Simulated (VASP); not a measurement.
# NaH in VASP: a series of runs, part 2 of 2

VASP 6.6.1. Earlier steps stand in the parts before.

### Step 5. Single point, HSE06 (uniaxial z strain -5.7%)

The input, POSCAR:

```
NaH
1.0
    2.9323912064      0.0000000000      0.0000000000
    0.0000000000      2.9323912064      0.0000000000
    0.0000000000      0.0000000000      2.7643651903
Na H
1 1
Direct
    0.0000000000      0.0000000000      0.0000000000
    0.5000000000      0.5000000000      0.5000000000
```

The input, INCAR.step1:

```
SYSTEM = NaH
ALGO     = Normal         ! electronic algorithm
EDIFF    = 1E-5           ! SCF threshold, eV
ENCUT    = 520            ! plane-wave cutoff, eV
GGA      = PE             ! functional
ISIF     = 2              ! what is computed and relaxed
ISMEAR   = 0              ! smearing method
LASPH    = .True.         ! aspherical terms in the spheres
LREAL    = .False.        ! projectors in reciprocal space
LWAVE    = .True.         ! write WAVECAR
NBANDS   = 11             ! bands
NELM     = 100            ! most SCF steps
PREC     = Accurate       ! precision mode
SIGMA    = 0.01           ! smearing width, eV
```

The input, INCAR.step2:

```
SYSTEM = NaH
ALGO     = Normal         ! electronic algorithm
EDIFF    = 1E-6           ! SCF threshold, eV
ENCUT    = 520            ! plane-wave cutoff, eV
GGA      = PE             ! functional
HFSCREEN = 0.2079         ! screening, 1/A
ISIF     = 2              ! what is computed and relaxed
ISMEAR   = 0              ! smearing method
ISTART   = 1            
LASPH    = .True.         ! aspherical terms in the spheres
LCHARG   = .True.         ! write CHGCAR
LELF     = .True.         ! ELF
LHFCALC  = .True.         ! exact exchange
LREAL    = .False.        ! projectors in reciprocal space
LVHAR    = .True.       
LWAVE    = .False.        ! write WAVECAR
NBANDS   = 11             ! bands
NELM     = 100            ! most SCF steps
PREC     = Accurate       ! precision mode
PRECFOCK = Normal       
SIGMA    = 0.01           ! smearing width, eV
```

The input, KPOINTS:

```
k-points
0
Gamma
  6 6 6
  0 0 0
```

Command:

```console
$ cat potpaw_PBE.64/Na_pv/POTCAR potpaw_PBE.64/H/POTCAR > POTCAR
$ cp INCAR.step1 INCAR
$ mpirun -np 1 vasp_std > vasp.out
$ cp INCAR.step2 INCAR
$ mpirun -np 1 vasp_std > vasp.out
```

Run time: 19 min. Hardware: 1 thread of Intel Xeon 8259CL, shared host; peak memory 0.25 GiB.

It converged, with:

```yaml
Free_energy: -5.4106 eV
Pressure: 2.1 GPa
Band_gap_on_the_k_mesh: 1.67 eV (least direct gap 5.87 eV)
```

Stress tensor (GPa, compression positive):
```
-0.50  0.00  0.00
 0.00 -0.50  0.00
 0.00  0.00  7.15
```

Levels at points of the mesh, in eV from the valence-band top:
```
           k point  band 1  band 2  band 3  band 4  band 5  band 6  band 7  band 8
(0.00, 0.00, 0.00)  -27.15  -27.15  -27.13   -6.95   10.52   11.89   13.31   13.65
(0.50, 0.00, 0.00)  -27.34  -27.14  -27.12   -4.20    1.67   13.01   15.63   15.94
(0.50, 0.50, 0.00)  -27.31  -27.31  -27.11   -2.37    4.98    4.98    8.02   17.89
(0.00, 0.00, 0.50)  -27.43  -27.13  -27.13   -3.74    2.25   12.71   15.88   15.94
(0.50, 0.00, 0.50)  -27.39  -27.29  -27.11   -1.96    5.49    5.57    8.53   16.36
(0.50, 0.50, 0.50)  -27.37  -27.27  -27.27    0.00    7.95    7.95    8.19   10.75
```

Caveat: the cell differs from its parent crystal (uniaxial z strain -5.7%); the stress differs along the axes, from -1 to 7 GPa; the structure was generated, so it needn't be the stable form of NaH; the PAW data sets were made with another functional, which shifts forces and pressure a little.

### Step 6. Single point, HSE06 (shear xy strain -0.5%)

The input, POSCAR:

```
NaH
1.0
    2.9323912064     -0.0074775976      0.0000000000
   -0.0074775976      2.9323912064      0.0000000000
    0.0000000000      0.0000000000      2.9323912064
Na H
1 1
Direct
    0.0000000000      0.0000000000      0.0000000000
    0.5000000000      0.5000000000      0.5000000000
```

The input, INCAR.step1:

```
SYSTEM = NaH
  PREC = Accurate
  ENCUT = 520
  EDIFF = 1E-5
  ISMEAR = 0
  SIGMA = 0.01
  LREAL = .FALSE.
  LASPH = .TRUE.
  NELM = 60
  ALGO = Normal
  ISIF = 2
  LWAVE = .TRUE.
  LCHARG = .FALSE.
  NBANDS = 11
  GGA = PE
```

The input, INCAR.step2:

```
SYSTEM = NaH
  PREC = Accurate
  ENCUT = 520
  EDIFF = 1E-7
  ISMEAR = 0
  SIGMA = 0.01
  LREAL = .FALSE.
  LASPH = .TRUE.
  NELM = 60
  ALGO = Normal
  ISIF = 2
  LWAVE = .FALSE.
  LCHARG = .FALSE.
  GGA = PE
  LHFCALC = .TRUE.
  HFSCREEN = 0.2079
  PRECFOCK = Normal
  NBANDS = 11
  ISTART = 1
```

The input, KPOINTS:

```
regular mesh
0
G
  6 6 6
  0 0 0
```

Potentials or basis: VASP PAW PBE potentials, release 64 (Na_pv, H).

Command:

```console
$ cat potpaw_PBE.64/Na_pv/POTCAR potpaw_PBE.64/H/POTCAR > POTCAR
$ cp INCAR.step1 INCAR
$ mpirun -np 1 vasp_std > vasp.out
$ cp INCAR.step2 INCAR
$ mpirun -np 1 vasp_std > vasp.out
```

Wall time 31 min (1 thread of Intel Xeon 8259CL, shared host); peak memory 0.25 GiB.

It converged, with:

| Quantity | Value |
| --- | --- |
| Free energy | -5.4437 eV |
| Pressure | 0.3 GPa |
| Band gap on the k mesh | 1.88 eV (least direct gap 5.71 eV) |

Levels at points of the mesh, in eV from the valence-band top:
| k point | band 1 | band 2 | band 3 | band 4 | band 5 | band 6 | band 7 | band 8 |
| --- | --- | --- | --- | --- | --- | --- | --- | --- |
| (0.00, 0.00, 0.00) | -27.08 | -27.08 | -27.08 | -6.60 | 10.26 | 12.22 | 12.22 | 13.92 |
| (0.50, 0.00, 0.00) | -27.26 | -27.06 | -27.06 | -3.84 | 1.88 | 12.49 | 15.57 | 16.00 |
| (0.50, 0.50, 0.00) | -27.23 | -27.22 | -27.05 | -1.96 | 5.20 | 5.29 | 8.07 | 16.34 |
| (0.00, 0.00, 0.50) | -27.26 | -27.06 | -27.06 | -3.84 | 1.88 | 12.50 | 15.58 | 15.98 |
| (0.50, 0.00, 0.50) | -27.23 | -27.23 | -27.05 | -1.96 | 5.24 | 5.24 | 8.07 | 16.34 |
| (0.50, 0.50, 0.50) | -27.20 | -27.20 | -27.20 | 0.00 | 7.91 | 7.95 | 7.98 | 10.38 |

Caveat: the cell differs from its parent crystal (shear xy strain -0.5%); the structure was generated, so it needn't be the stable form of NaH; the PAW data sets were made with another functional, which shifts forces and pressure a little. A k mesh can miss the band edges.

### Step 7. Overview

| level | cell | k mesh | smearing | grid for exact exchange (PRECFOCK) | share of exact exchange | screening parameter | gap on the mesh (eV) | pressure (GPa) |
| --- | --- | --- | --- | --- | --- | --- | --- | --- |
| PBE | a = 2.932, b = 2.932, c = 2.764 Å, 2 atoms | 8 × 8 × 8 | fermi-dirac 0.02 eV | - | - | - | 0.82 | 2.6 |
| r2SCAN | a = 2.932, b = 2.932, c = 2.764 Å, 2 atoms | 8 × 8 × 8 | gaussian 0.01 eV | - | - | - | 1.39 | 1.4 |
| r2SCAN | a = 2.932 Å, angles 90.0, 90.0, 90.3°, 2 atoms | 8 × 8 × 8 | gaussian 0.01 eV | - | - | - | 1.61 | -0.3 |
| HSE06 | a = 2.932, b = 2.932, c = 2.764 Å, 2 atoms | 6 × 6 × 6 | gaussian 0.01 eV | Normal | 0.25 | 0.2079 1/Å | 1.67 | 2.1 |
| HSE06 | a = 2.932 Å, angles 90.0, 90.0, 90.3°, 2 atoms | 6 × 6 × 6 | gaussian 0.01 eV | Normal | 0.25 | 0.2079 1/Å | 1.88 | 0.3 |

Alike in all rows: task single point; potentials or basis VASP PAW PBE potentials, release 64 (Na_pv, H); no spin polarisation; cutoff (eV) 520.

Caveats: the structure was generated, so it needn't be the stable form of NaH; the PAW data sets were made with another functional, which shifts forces and pressure a little (at least some runs); the stress differs along the axes, from 0 to 8 GPa (at least some runs); the stress differs along the axes, from -1 to 6 GPa (at least some runs); the stress differs along the axes, from -1 to 7 GPa (at least some runs).

Total energies depend on the potentials used, so only differences within one code and one set of settings carry meaning.
